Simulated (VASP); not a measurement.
# Sr in VASP: further runs

The runs below take Sr through single point, with PBEsol.

Everything below comes from runs of VASP 6.6.1. Logs are shortened: lines on timing, memory, paths and dates and some standing lists are left out, and cuts for length are marked.

### Step 1. The cell of the first run

The cell holds a slab with vacuum, 2 atoms: a = 4.218 Å, b = 4.218 Å, c = 19.444 Å, α = 90.00°, β = 90.00°, γ = 109.47°.

### Step 2. Single point, PBEsol

File INCAR:

```
SYSTEM = Sr
PREC = Accurate
ENCUT = 400
EDIFF = 1E-6
ISMEAR = -1
SIGMA = 0.1
LREAL = .False.
LASPH = .True.
NELM = 120
ALGO = Normal
ISIF = 2
LWAVE = .False.
LCHARG = .False.
LDIPOL = .True.
IDIPOL = 3
DIPOL = 0.5 0.5 0.500
GGA = PS
NBANDS = 17
GGA_COMPAT = .False.
NELMDL = -8
```

File KPOINTS:

```
regular mesh
0
Gamma
  4 4 1
  0 0 0
```

File POSCAR:

```
Sr
1.0
    4.2175437164      0.0000000000      0.0000000000
   -1.4058479055      3.9763383491      0.0000000000
    0.0000000000      0.0000000000     19.4436100244
Sr
2
Direct
    0.0000000000      0.0000000000      0.4114462278
    0.5000000000      0.5000000000      0.5885537722
```

Potentials or basis: VASP PAW PBE potentials, release 64 (Sr_sv).

The run is started by

```console
$ cat potpaw_PBE.64/Sr_sv/POTCAR > POTCAR
$ mpirun -np 1 vasp_std > vasp.out
```

OUTCAR:

```text
SYSTEM = Sr
   PREC = Accurate
   ENCUT = 400
   EDIFF = 1E-6
   ISMEAR = -1
   LREAL = .False.
   LASPH = .True.
   NELM = 120
   ISIF = 2
   GGA = PS
   NELMDL = -8

 ion  position               nearest neighbor table
   1  0.000  0.000  0.411-   2 4.22   2 4.22   2 4.87   2 4.87
   2  0.500  0.500  0.589-   1 4.22   1 4.22   1 4.87   1 4.87

  LATTYP: Found a base centered orthorhombic cell.
 ALAT       =     4.8700000000
 B/A-ratio  =     1.4142135624
 C/A-ratio  =     3.9925277258

  Lattice vectors:

 A1 = (   4.2175437164,   0.0000000000,   0.0000000000)
 A2 = (  -1.4058479055,   3.9763383491,   0.0000000000)
 A3 = (   0.0000000000,   0.0000000000,  19.4436100244)

Analysis of symmetry for initial positions (statically):
=====================================================================
 Subroutine PRICEL returns:
 Original cell was already a primitive cell.

 Routine SETGRP: Setting up the symmetry group for a
 base centered orthorhombic supercell.

 Subroutine GETGRP returns: Found  8 space group operations
 (whereof  4 operations were pure point group operations)
 out of a pool of  8 trial point group operations.

The static configuration has the point symmetry C_2v.
 The point group associated with its full space group is D_2h.

Analysis of symmetry for dynamics (positions and initial velocities):
=====================================================================
 Subroutine PRICEL returns:
 Original cell was already a primitive cell.

 Routine SETGRP: Setting up the symmetry group for a
 base centered orthorhombic supercell.

 Subroutine GETGRP returns: Found  8 space group operations
 (whereof  4 operations were pure point group operations)
 out of a pool of  8 trial point group operations.

The dynamic configuration has the point symmetry C_2v.
 The point group associated with its full space group is D_2h.

 Subroutine INISYM returns: Found  8 space group operations
 (whereof  4 operations are pure point group operations),
 and found     1 'primitive' translations

----------------------------------------------------------------------------------------

                                     Primitive cell

  volume of cell :     326.0767

  direct lattice vectors                    reciprocal lattice vectors
     4.217543716  0.000000000  0.000000000     0.237104833  0.083829218  0.000000000
    -1.405847905  3.976338349  0.000000000     0.000000000  0.251487653  0.000000000
     0.000000000  0.000000000 19.443610024     0.000000000  0.000000000  0.051430778

  length of vectors
     4.217543716  4.217543716 19.443610024     0.251487653  0.251487653  0.051430778

  position of ions in fractional coordinates (direct lattice)
     0.000000000  0.000000000  0.411446228
     0.500000000  0.500000000  0.588553772

  ion indices of the primitive-cell ions
   primitive index   ion index
                 1           1
                 2           2

----------------------------------------------------------------------------------------

 KPOINTS: regular mesh

Automatic generation of k-mesh.
 Grid dimensions read from file:
 generate k-points for:    4    4    1

 Generating k-lattice:

  Cartesian coordinates                     Fractional coordinates (reciprocal lattice)
     0.059276208  0.020957304  0.000000000     0.250000000  0.000000000  0.000000000
     0.000000000  0.062871913  0.000000000     0.000000000  0.250000000  0.000000000
     0.000000000  0.000000000  0.051430778     0.000000000  0.000000000  1.000000000

  Length of vectors
     0.062871913  0.062871913  0.051430778

  Shift w.r.t. Gamma in fractional coordinates (k-lattice)
     0.000000000  0.000000000  0.000000000

 Subroutine IBZKPT returns following result:
 ===========================================

 Found      7 irreducible k-points:

 Following reciprocal coordinates:
            Coordinates               Weight
  0.000000  0.000000  0.000000      1.000000
  0.250000  0.000000  0.000000      4.000000
  0.500000  0.000000  0.000000      2.000000
  0.250000  0.250000  0.000000      2.000000
  0.500000  0.250000  0.000000      4.000000
 -0.250000  0.250000  0.000000      2.000000
  0.500000  0.500000  0.000000      1.000000
   k-points           NKPTS =      7   k-points in BZ     NKDIM =      7   number of bands    NBANDS=     17
   number of dos      NEDOS =    301   number of ions     NIONS =      2
   total plane-waves  NPLWV = 100352
   dimension x,y,z NGX =    28 NGY =   28 NGZ =  128
   dimension x,y,z NGXF=    56 NGYF=   56 NGZF=  256
   ions per type =               2
   NGX,Y,Z   is equivalent  to a cutoff of  11.04, 11.04, 10.94 a.u.
   NGXF,Y,Z  is equivalent  to a cutoff of  22.07, 22.07, 21.89 a.u.
 SYSTEM =  Sr
   PREC   = accura    normal or accurate (medium, high low for compatibility)
   ISTART =      0    job   : 0-new  1-cont  2-samecut
   ICHARG =      2    charge: 1-file 2-atom 10-const
   ISPIN  =      1    spin polarized calculation?
   LNONCOLLINEAR =      F non collinear calculations
   LSORBIT =      F    spin-orbit coupling
   LASPH  =      T    aspherical Exc in radial PAW
   ENCUT  =  400.0 eV  29.40 Ry    5.42 a.u.   6.88  6.88 31.71*2*pi/ulx,y,z
   NELM   =    120;   NELMIN=  2; NELMDL= -8     # of ELM steps
   EDIFF  = 0.1E-05   stopping-criterion for ELM
   LREAL  =      F    real-space projection
   EDIFFG = 0.1E-04   stopping-criterion for IOM
   NSW    =      0    number of steps for IOM
   IBRION =     -1    ionic relax: 0-MD 1-quasi-New 2-CG
   NFREE  =      0    steps in history (QN), initial steepest desc. (CG)
   ISIF   =      2    stress and relaxation
   ISYM   =      2    0-nonsym 1-usesym 2-fastsym
   POTIM  = 0.5000    time-step for ionic-motion
   TEBEG  =    0.0;   TEEND  =   0.0 temperature during run
   PSTRESS=    0.0 pullay stress
   NELECT =      20.0000    total number of electrons
   NUPDOWN=      -1.0000    fix difference up-down
   EMIN   =  10.00;   EMAX   =-10.00  energy-range for DOS
   EFERMI =   0.00;   METHOD = LEGACY
   ISMEAR =    -1;   SIGMA  =   0.10  broadening in eV -4-tet -1-fermi 0-gaus
   EFERMI_NEDOS =   21; number of points for ismear=-14 and -15
   IALGO  =     38    algorithm
   IMIX   =      4    mixing-type and parameters
     AMIX     =   0.40;   BMIX     =  1.00
     AMIX_MAG =   1.60;   BMIX_MAG =  1.00
  volume/ion in A,a.u.               =     163.04      1100.24
  Fermi-wavevector in a.u.,A,eV,Ry     =   0.645622  1.220048  5.671283  0.416828
  Thomas-Fermi vector in A             =   1.713338
   LORBIT       =      0    0 simple, 1 ext, 2 COOP (PROOUT), +10 PAW based schemes
   GGA     = PS    functional components
   LHFCALC =     F    Hartree Fock is set to
   AEXX    =    0.0000 exact exchange contribution
   IVDW    =     0    specifies the selected vdW correction
   LEPSILON=     F    determine dielectric tensor
   LRPA    =     F    only Hartree local field effects (RPA)
 non-spin polarized calculation
  energy-cutoff  :      400.00
  volume of cell :      326.08
 maximum number of plane-waves:      5944
   NGX = 13   NGY = 13   NGZ = 63

 number of electron      20.0000000 magnetization

 dipolmoment           0.000000      0.000000     -0.000000 electrons x Angstroem

 Free energy of the ion-electron system (eV)
  ---------------------------------------------------
  ext. energy  EPLUGINS =         0.00000000
  ---------------------------------------------------
  free energy    TOTEN  =        -2.85871739 eV

  energy without entropy =       -2.73278643  energy(sigma->0) =       -2.79575191

 E-fermi :  -1.0610     XC(G=0):  -3.3958

 val. band max:       -1.1152931355   @ k =   0.5000   0.5000   0.0000
 cond. band min:      -1.0514470672   @ k =   0.5000   0.2500   0.0000
 fundamental gap:      0.0638460683
 Fermi energy:        -1.0610203247

 k-point     1 :       0.0000    0.0000    0.0000
  band No.  band energies     occupation
      1     -38.1084      2.00000
      2     -38.1026      2.00000
      3     -20.1820      2.00000
      4     -20.1025      2.00000
      5     -20.0128      2.00000
      6     -19.9885      2.00000
      7     -19.9884      2.00000
      8     -19.9857      2.00000
      9      -4.2628      2.00000
     10      -3.0871      2.00000
     11      -0.9927      0.67117
     12      -0.5094      0.00801
     13       0.1305      0.00001
     14       0.4716      0.00000
     15       0.6393      0.00000
     16       1.3991      0.00000
     17       1.5221      0.00000

 k-point     2 :       0.2500    0.0000    0.0000
  band No.  band energies     occupation
      1     -38.1046      2.00000
      2     -38.1005      2.00000
      3     -20.1670      2.00000
      4     -20.1145      2.00000
      5     -20.0536      2.00000
      6     -20.0477      2.00000
      7     -19.9988      2.00000
      8     -19.9897      2.00000
      9      -3.5487      2.00000
     10      -2.3880      2.00000
     11      -0.8175      0.16098
     12      -0.3910      0.00246
     13      -0.1462      0.00021
     14       0.2496      0.00000
     15       0.7464      0.00000
     16       1.1651      0.00000
     17       1.9549      0.00000

 k-point     3 :       0.5000    0.0000    0.0000
  band No.  band energies     occupation
      1     -38.0995      2.00000
      2     -38.0995      2.00000
      3     -20.1479      2.00000
      4     -20.1479      2.00000
      5     -20.0971      2.00000
      6     -20.0971      2.00000
      7     -19.9952      2.00000
      8     -19.9952      2.00000
      9      -1.9726      1.99978
     10      -1.9726      1.99978
     11      -0.7178      0.06263
     12      -0.7178      0.06263
     13      -0.2713      0.00074
     14      -0.2713      0.00074
     15       0.8571      0.00000
     16       0.8571      0.00000
     17       2.1341      0.00000

 k-point     4 :       0.2500    0.2500    0.0000
  band No.  band energies     occupation
      1     -38.0999      2.00000
      2     -38.0992      2.00000
      3     -20.1435      2.00000
      4     -20.1335      2.00000
      5     -20.0636      2.00000
      6     -20.0527      2.00000
      7     -20.0461      2.00000
      8     -20.0428      2.00000
      9      -2.5032      2.00000
     10      -1.3680      1.91123
     11      -0.6961      0.05073
     12      -0.4942      0.00688
     13      -0.2782      0.00080
     14       0.0256      0.00004
     15       0.6569      0.00000
     16       1.0908      0.00000
     17       1.7542      0.00000

 k-point     5 :       0.5000    0.2500    0.0000
  band No.  band energies     occupation
      1     -38.0988      2.00000
      2     -38.0956      2.00000
      3     -20.1512      2.00000
      4     -20.1224      2.00000
      5     -20.1109      2.00000
      6     -20.0925      2.00000
      7     -20.0433      2.00000
      8     -20.0307      2.00000
      9      -1.9668      1.99977
     10      -1.0514      0.95217
     11      -0.9186      0.38790
     12      -0.6743      0.04098
     13      -0.1992      0.00036
     14       0.2500      0.00000
     15       0.6084      0.00000
     16       1.2154      0.00000
     17       1.4677      0.00000

 k-point     6 :      -0.2500    0.2500    0.0000
  band No.  band energies     occupation
      1     -38.1028      2.00000
      2     -38.0976      2.00000
      3     -20.1659      2.00000
      4     -20.0978      2.00000
      5     -20.0658      2.00000
      6     -20.0539      2.00000
      7     -20.0438      2.00000
      8     -20.0148      2.00000
      9      -3.3098      2.00000
     10      -2.1501      1.99996
     11      -0.8193      0.16381
     12      -0.1945      0.00034
     13       0.3799      0.00000
     14       0.7084      0.00000
     15       0.8109      0.00000
     16       0.9536      0.00000
     17       1.2540      0.00000

 k-point     7 :       0.5000    0.5000    0.0000
  band No.  band energies     occupation
      1     -38.0971      2.00000
      2     -38.0926      2.00000
      3     -20.1489      2.00000
      4     -20.1419      2.00000
      5     -20.1200      2.00000
      6     -20.0910      2.00000
      7     -20.0745      2.00000
      8     -20.0436      2.00000
      9      -1.6730      1.99561
     10      -1.1365      1.36029
     11      -1.1153      1.26489
     12      -0.1662      0.00026
     13      -0.1256      0.00017
     14       0.4555      0.00000
     15       1.0372      0.00000
     16       1.1781      0.00000
     17       1.8505      0.00000

------------------------ aborting loop because EDIFF is reached ----------------------------------------

 vacuum level on the upper side and lower side of the slab       (xc-potential included)        -0.256        -0.256

  FORCE on cell =-STRESS in cart. coord.  units (eV):
  Direction    XX          YY          ZZ          XY          YZ          ZX
  --------------------------------------------------------------------------------------
  -------------------------------------------------------------------------------------
  Total       -0.7784252     -0.9351070     -0.9742703     -0.2215815      0.0000000      0.0000000
  in kB       -3.8247904     -4.5946460     -4.7870750     -1.0887402      0.0000000      0.0000000
  external PRESSURE =      -4.4021705 kB  Pullay stress =       0.0000000 kB

 VOLUME and BASIS-vectors are now :
 -----------------------------------------------------------------------------
  energy-cutoff  :      400.00
  volume of cell :      326.08
      direct lattice vectors                 reciprocal lattice vectors
     4.217543716  0.000000000  0.000000000     0.237104833  0.083829218  0.000000000
    -1.405847905  3.976338349  0.000000000     0.000000000  0.251487653  0.000000000
     0.000000000  0.000000000 19.443610024     0.000000000  0.000000000  0.051430778

 POSITION                                       TOTAL-FORCE (eV/Angst)
 -----------------------------------------------------------------------------------
      0.00000      0.00000      8.00000         0.000000      0.000000      0.278341
      1.40585      1.98817     11.44361        -0.000000      0.000000     -0.278341
 -----------------------------------------------------------------------------------
    total drift:                               -0.000000      0.000000      0.000000

  FREE ENERGIE OF THE ION-ELECTRON SYSTEM (eV)
  ---------------------------------------------------
  free  energy   TOTEN  =        -2.8587173871 eV

  energy  without entropy=       -2.7327864325  energy(sigma->0) =       -2.79575191

 vacuum level on the upper side and lower side of the slab         1.312         1.312
```

It took 85 s on 1 thread of Intel Xeon 8259CL, shared host; peak memory 0.29 GiB.

Results:

```yaml
Free_energy: -2.8587 eV
Largest_force: 0.278 eV/Å
Band_gap_on_the_k_mesh: zero (band 10 reaches -1.05 eV, above the bottom of band 11 at -1.12 eV)
```

Forces on the atoms (eV/Å):
```
Sr   0.000  0.000  0.278
Sr   0.000  0.000 -0.278
```

Levels at points of the mesh, in eV from the Fermi level:
```
           k point  band 7  band 8  band 9  band 10  band 11  band 12  band 13  band 14
(0.00, 0.00, 0.00)  -18.93  -18.92   -3.20    -2.03     0.07     0.55     1.19     1.53
(0.50, 0.00, 0.00)  -18.93  -18.93   -0.91    -0.91     0.34     0.34     0.79     0.79
(0.50, 0.50, 0.00)  -19.01  -18.98   -0.61    -0.08    -0.05     0.89     0.94     1.52
```

Caveat: the k points lie up to 0.40 Å⁻¹ apart; the PAW data sets were made with another functional, which shifts forces and pressure a little.

[end of part 1 of 2]
